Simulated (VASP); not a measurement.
# RbBr (I4/mmm) in VASP: further runs, part 2 of 2

VASP 6.6.1. The steps go on from the part before.

## (4) Single point, PBEsol (strain +0.0500 x Voigt [1, 0, 0, 0, 0, 0])

The input, INCAR:

```
PREC = Accurate
ENCUT = 520
EDIFF = 1E-6
ISMEAR = 0
SIGMA = 0.05
LREAL = F
LASPH = T
NELM = 100
ALGO = Normal
ISIF = 2
LWAVE = F
LCHARG = F
GGA = PS
NBANDS = 15
```

The input, KPOINTS:

```
regular mesh
0
Gamma
  6 6 6
```

The input, POSCAR:

```
RbBr
1.0
    0.0000000000      3.4275000000      3.4275000000
    3.5988750000      0.0000000000      3.4275000000
    3.5988750000      3.4275000000      0.0000000000
Rb Br
1 1
Direct
    0.0000000000      0.0000000000      0.0000000000
    0.5000000000      0.5000000000      0.5000000000
```

Potentials or basis: VASP PAW PBE potentials, release 64 (Rb_sv, Br).

On the command line:

```bash
$ cat potpaw_PBE.64/Rb_sv/POTCAR potpaw_PBE.64/Br/POTCAR > POTCAR
$ mpirun -np 1 vasp_std > vasp.out
```

OUTCAR:

```text
PREC = Accurate
   ENCUT = 520
   EDIFF = 1E-6
   ISMEAR = 0
   LREAL = F
   LASPH = T
   NELM = 100
   ISIF = 2
   GGA = PS

 ion  position               nearest neighbor table
   1  0.000  0.000  0.000-   2 3.43   2 3.43   2 3.43   2 3.43   2 3.60   2 3.60
   2  0.500  0.500  0.500-   1 3.43   1 3.43   1 3.43   1 3.43   1 3.60   1 3.60

  LATTYP: Found a body centered tetragonal cell.
 ALAT       =     4.8472169850
 C/A-ratio  =     1.4849242405

  Lattice vectors:

 A1 = (   3.5988750000,   0.0000000000,   3.4275000000)
 A2 = (   3.5988750000,   0.0000000000,  -3.4275000000)
 A3 = (  -3.5988750000,   3.4275000000,   0.0000000000)

Analysis of symmetry for initial positions (statically):
=====================================================================
 Subroutine PRICEL returns:
 Original cell was already a primitive cell.

 Routine SETGRP: Setting up the symmetry group for a
 body centered tetragonal supercell.

 Subroutine GETGRP returns: Found 16 space group operations
 (whereof 16 operations were pure point group operations)
 out of a pool of 16 trial point group operations.

The static configuration has the point symmetry D_4h.

Analysis of symmetry for dynamics (positions and initial velocities):
=====================================================================
 Subroutine PRICEL returns:
 Original cell was already a primitive cell.

 Routine SETGRP: Setting up the symmetry group for a
 body centered tetragonal supercell.

 Subroutine GETGRP returns: Found 16 space group operations
 (whereof 16 operations were pure point group operations)
 out of a pool of 16 trial point group operations.

The dynamic configuration has the point symmetry D_4h.

 Subroutine INISYM returns: Found 16 space group operations
 (whereof 16 operations are pure point group operations),
 and found     1 'primitive' translations

----------------------------------------------------------------------------------------

                                     Primitive cell

  volume of cell :      84.5574

  direct lattice vectors                    reciprocal lattice vectors
     0.000000000  3.427500000  3.427500000    -0.138932305  0.145878920  0.145878920
     3.598875000  0.000000000  3.427500000     0.138932305 -0.145878920  0.145878920
     3.598875000  3.427500000  0.000000000     0.138932305  0.145878920 -0.145878920

  length of vectors
     4.847216985  4.969875000  4.969875000     0.248723751  0.248723751  0.248723751

  position of ions in fractional coordinates (direct lattice)
     0.000000000  0.000000000  0.000000000
     0.500000000  0.500000000  0.500000000

  ion indices of the primitive-cell ions
   primitive index   ion index
                 1           1
                 2           2

----------------------------------------------------------------------------------------

 KPOINTS: regular mesh

Automatic generation of k-mesh.
 Grid dimensions read from file:
 generate k-points for:    6    6    6

 Generating k-lattice:

  Cartesian coordinates                     Fractional coordinates (reciprocal lattice)
    -0.023155384  0.024313153  0.024313153     0.166666667 -0.000000000 -0.000000000
     0.023155384 -0.024313153  0.024313153     0.000000000  0.166666667  0.000000000
     0.023155384  0.024313153 -0.024313153     0.000000000  0.000000000  0.166666667

  Length of vectors
     0.041453959  0.041453959  0.041453959

  Shift w.r.t. Gamma in fractional coordinates (k-lattice)
     0.000000000  0.000000000  0.000000000

 Subroutine IBZKPT returns following result:
 ===========================================

 Found     30 irreducible k-points:

 Following reciprocal coordinates:
            Coordinates               Weight
  0.000000  0.000000  0.000000      1.000000
  0.166667  0.000000  0.000000      8.000000
  0.333333  0.000000  0.000000      8.000000
  0.500000  0.000000  0.000000      4.000000
  0.166667  0.166667  0.000000      4.000000
  0.333333  0.166667  0.000000     16.000000
[... 16 lines left out ...]
 -0.333333  0.500000  0.166667      4.000000
  0.333333 -0.333333  0.166667      8.000000
 [... further k-points ...]
   k-points           NKPTS =     30   k-points in BZ     NKDIM =     30   number of bands    NBANDS=     15
   number of dos      NEDOS =    301   number of ions     NIONS =      2
   total plane-waves  NPLWV =  57600
   dimension x,y,z NGX =    36 NGY =   40 NGZ =   40
   dimension x,y,z NGXF=    72 NGYF=   80 NGZF=   80
   ions per type =               1   1
   NGX,Y,Z   is equivalent  to a cutoff of  12.35, 13.38, 13.38 a.u.
   NGXF,Y,Z  is equivalent  to a cutoff of  24.69, 26.76, 26.76 a.u.
 SYSTEM =  unknown system
   PREC   = accura    normal or accurate (medium, high low for compatibility)
   ISTART =      0    job   : 0-new  1-cont  2-samecut
   ICHARG =      2    charge: 1-file 2-atom 10-const
   ISPIN  =      1    spin polarized calculation?
   LNONCOLLINEAR =      F non collinear calculations
   LSORBIT =      F    spin-orbit coupling
   LASPH  =      T    aspherical Exc in radial PAW
   ENCUT  =  520.0 eV  38.22 Ry    6.18 a.u.   9.01  9.24  9.24*2*pi/ulx,y,z
   NELM   =    100;   NELMIN=  2; NELMDL= -5     # of ELM steps
   EDIFF  = 0.1E-05   stopping-criterion for ELM
   LREAL  =      F    real-space projection
   EDIFFG = 0.1E-04   stopping-criterion for IOM
   NSW    =      0    number of steps for IOM
   IBRION =     -1    ionic relax: 0-MD 1-quasi-New 2-CG
   NFREE  =      0    steps in history (QN), initial steepest desc. (CG)
   ISIF   =      2    stress and relaxation
   ISYM   =      2    0-nonsym 1-usesym 2-fastsym
   POTIM  = 0.5000    time-step for ionic-motion
   TEBEG  =    0.0;   TEEND  =   0.0 temperature during run
   PSTRESS=    0.0 pullay stress
   NELECT =      16.0000    total number of electrons
   NUPDOWN=      -1.0000    fix difference up-down
   EMIN   =  10.00;   EMAX   =-10.00  energy-range for DOS
   EFERMI =   0.00;   METHOD = LEGACY
   ISMEAR =     0;   SIGMA  =   0.05  broadening in eV -4-tet -1-fermi 0-gaus
   EFERMI_NEDOS =   21; number of points for ismear=-14 and -15
   IALGO  =     38    algorithm
   IMIX   =      4    mixing-type and parameters
     AMIX     =   0.40;   BMIX     =  1.00
     AMIX_MAG =   1.60;   BMIX_MAG =  1.00
  volume/ion in A,a.u.               =      42.28       285.31
  Fermi-wavevector in a.u.,A,eV,Ry     =   0.939862  1.776082 12.018588  0.883341
  Thomas-Fermi vector in A             =   2.067217
   LORBIT       =      0    0 simple, 1 ext, 2 COOP (PROOUT), +10 PAW based schemes
   GGA     = PS    functional components
   LHFCALC =     F    Hartree Fock is set to
   AEXX    =    0.0000 exact exchange contribution
   IVDW    =     0    specifies the selected vdW correction
   LEPSILON=     F    determine dielectric tensor
   LRPA    =     F    only Hartree local field effects (RPA)
 non-spin polarized calculation
 Gauss-broadening in eV      SIGMA  =   0.05
  energy-cutoff  :      520.00
  volume of cell :       84.56
 maximum number of plane-waves:      2296
   NGX = 17   NGY = 19   NGZ = 19

 number of electron      15.9999999 magnetization

 Free energy of the ion-electron system (eV)
  ---------------------------------------------------
  ext. energy  EPLUGINS =         0.00000000
  ---------------------------------------------------
  free energy    TOTEN  =        -6.33864428 eV

  energy without entropy =       -6.33864428  energy(sigma->0) =       -6.33864428

 E-fermi :  -1.6914     XC(G=0):  -7.1975

 val. band max:       -2.0066183700   @ k =   0.0000   0.0000   0.0000
 cond. band min:       2.0814373435   @ k =   0.0000   0.0000   0.0000
 fundamental gap:      4.0880557135
 Fermi energy:        -1.6913565259

 k-point     1 :       0.0000    0.0000    0.0000
  band No.  band energies     occupation
      1     -26.4773      2.00000
      2     -14.1687      2.00000
      3     -10.5625      2.00000
      4     -10.5625      2.00000
      5     -10.5616      2.00000
      6      -2.0445      2.00000
      7      -2.0066      2.00000
      8      -2.0066      2.00000
      9       2.0814      0.00000
     10       4.9821      0.00000
     11       5.2753      0.00000
     12       5.2753      0.00000
     13       5.9198      0.00000
     14       6.1434      0.00000
[... 401 lines left out ...]
      2     -14.1506      2.00000
      3     -10.6514      2.00000
      4     -10.6416      2.00000
      5     -10.5709      2.00000
      6      -2.5947      2.00000
      7      -2.3473      2.00000
      8      -2.3089      2.00000
      9       4.7595      0.00000
     10       4.9738      0.00000
     11       6.3003      0.00000
     12       6.5763      0.00000
     13       8.0307      0.00000
     14       8.3478      0.00000
     15       8.3690      0.00000

 [... further k-points ...]
[... 5 lines left out ...]
  --------------------------------------------------------------------------------------
  -------------------------------------------------------------------------------------
  Total       -0.6126164     -0.1157489     -0.1157489      0.0000000      0.0000000     -0.0000000
  in kB      -11.6077364     -2.1931871     -2.1931871      0.0000000      0.0000000     -0.0000000
  external PRESSURE =      -5.3313702 kB  Pullay stress =       0.0000000 kB

 VOLUME and BASIS-vectors are now :
 -----------------------------------------------------------------------------
  energy-cutoff  :      520.00
  volume of cell :       84.56
      direct lattice vectors                 reciprocal lattice vectors
     0.000000000  3.427500000  3.427500000    -0.138932305  0.145878920  0.145878920
     3.598875000  0.000000000  3.427500000     0.138932305 -0.145878920  0.145878920
     3.598875000  3.427500000  0.000000000     0.138932305  0.145878920 -0.145878920

 POSITION                                       TOTAL-FORCE (eV/Angst)
 -----------------------------------------------------------------------------------
      0.00000      0.00000      0.00000         0.000000      0.000000      0.000000
      3.59888      3.42750      3.42750         0.000000      0.000000     -0.000000
 -----------------------------------------------------------------------------------
    total drift:                                0.000000      0.000000      0.000000

  FREE ENERGIE OF THE ION-ELECTRON SYSTEM (eV)
  ---------------------------------------------------
  free  energy   TOTEN  =        -6.3386442783 eV

  energy  without entropy=       -6.3386442783  energy(sigma->0) =       -6.33864428
```

Wall time 40 s (1 thread of Intel Xeon Platinum 8259CL at 2.50GHz (Skylake/Cascade Lake), shared host); peak memory 0.24 GiB.

Results:

```
Free energy            : -6.3386 eV
Pressure               : -0.5 GPa
Band gap on the k mesh : 4.09 eV, direct
```

Caveat: the cell differs from its parent crystal (strain +0.0500 x Voigt [1, 0, 0, 0, 0, 0]); the PAW data sets were made with another functional, which shifts forces and pressure a little.

## (5) Summary

| cell | gap on the mesh (eV) | pressure (GPa) |
| --- | --- | --- |
| a = 4.847, b = 4.787, c = 4.787 Å, angles 60.8, 59.6, 59.6°, 2 atoms | 4.24 | 0.4 |
| a = 4.847, b = 4.908, c = 4.908 Å, angles 59.2, 60.4, 60.4°, 2 atoms | 4.15 | -0.3 |
| a = 4.847, b = 4.970, c = 4.970 Å, angles 58.4, 60.8, 60.8°, 2 atoms | 4.09 | -0.5 |

Alike in all rows: task single point; level PBEsol; potentials or basis VASP PAW PBE potentials, release 64 (Rb_sv, Br); no spin polarisation; k mesh 6 × 6 × 6; cutoff (eV) 520; smearing gaussian 0.05 eV.

Caveats: the PAW data sets were made with another functional, which shifts forces and pressure a little.

Absolute energies hang on the potentials; compare differences alone.
